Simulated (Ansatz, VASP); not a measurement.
Pd: VASP beside Ansatz

File POSCAR:

```
Pd
1.0
    0.0000000000      2.7909906908      2.7909906908
    2.7909906908      0.0000000000      2.7909906908
    2.7909906908      2.7909906908      0.0000000000
Pd
2
Direct
    0.1250000000      0.1250000000      0.1250000000
    0.8750000000      0.8750000000      0.8750000000
```

File INCAR.step1:

```
PREC     = Accurate       # precision mode
ENCUT    = 520            # plane-wave cutoff, eV
ISMEAR   = -1             # smearing method
SIGMA    = 0.1            # smearing width, eV
LREAL    = F              # projectors in reciprocal space
LASPH    = T              # aspherical terms in the spheres
NELM     = 80             # most SCF steps
NBANDS   = 17             # bands
GGA      = PE             # functional
ALGO     = Normal         # electronic algorithm
EDIFF    = 1E-4           # SCF threshold, eV
LWAVE    = T              # write WAVECAR
LCHARG   = F              # write CHGCAR
```

The input INCAR.step2:

```
PREC     = Accurate       # precision mode
ENCUT    = 520            # plane-wave cutoff, eV
EDIFF    = 1E-6           # SCF threshold, eV
ISMEAR   = -1             # smearing method
SIGMA    = 0.1            # smearing width, eV
LREAL    = F              # projectors in reciprocal space
LASPH    = T              # aspherical terms in the spheres
NELM     = 80             # most SCF steps
ALGO     = Normal         # electronic algorithm
ISIF     = 2              # what is computed and relaxed
LWAVE    = F              # write WAVECAR
LCHARG   = F              # write CHGCAR
METAGGA  = R2SCAN         # meta-GGA
LMIXTAU  = T            
NBANDS   = 17             # bands
ISTART   = 1
```

File KPOINTS:

```
Automatic mesh
0
Gamma
  11 11 11
```

Input for Ansatz:

```yaml
crystal:
  lattice:
    - [0.0, 2.7909906908, 2.7909906908]
    - [2.7909906908, 0.0, 2.7909906908]
    - [2.7909906908, 2.7909906908, 0.0]
  atoms:
    - { symbol: Pd, position: [0.125, 0.125, 0.125] }
    - { symbol: Pd, position: [0.875, 0.875, 0.875] }
hamiltonian:
  xc: r2scan
  pseudopotentials:
    kind: paw
    azcp:
      Pd: "pseudopotentials/Pd.paw.azcp"
basis:
  ecutwfc: 500
  fft_grid_basis: typed
kpoints:
  mp_grid: { grid: [11, 11, 11], shift: [0, 0, 0] }
magnetization:
  spin_polarized: false
scf:
  occupations: { method: fermi_dirac, width: 0.1 }
  lower_state_search: "off"
output:
  stress: true
```

Alike in both runs: task single point; functional r2SCAN; k mesh 11 × 11 × 11; occupations fermi-dirac, width 0.1 eV; no spin polarisation.

|  | VASP | Ansatz |
| --- | --- | --- |
| version | VASP 6.6.1 | Ansatz 0.2.0 |
| potentials or method | VASP PAW PBE potentials, release 64 (Pd), cutoff 520 eV | plane waves (500 eV) with PAW, scalar-relativistic |
| valence electrons in the cell | 20 | 36 |

|  | VASP | Ansatz | Ansatz less VASP |
| --- | --- | --- | --- |
| pressure (GPa) | 8.0 | 8.1 | +0.10 |

VASP's potentials were made for PBE, not for r2SCAN. With one functional, cell and mesh, what is left measures potentials, basis and numerics. VASP's potentials hold 20 valence electrons a cell and Ansatz's 36, so a difference there can come from the potentials and not from the codes.
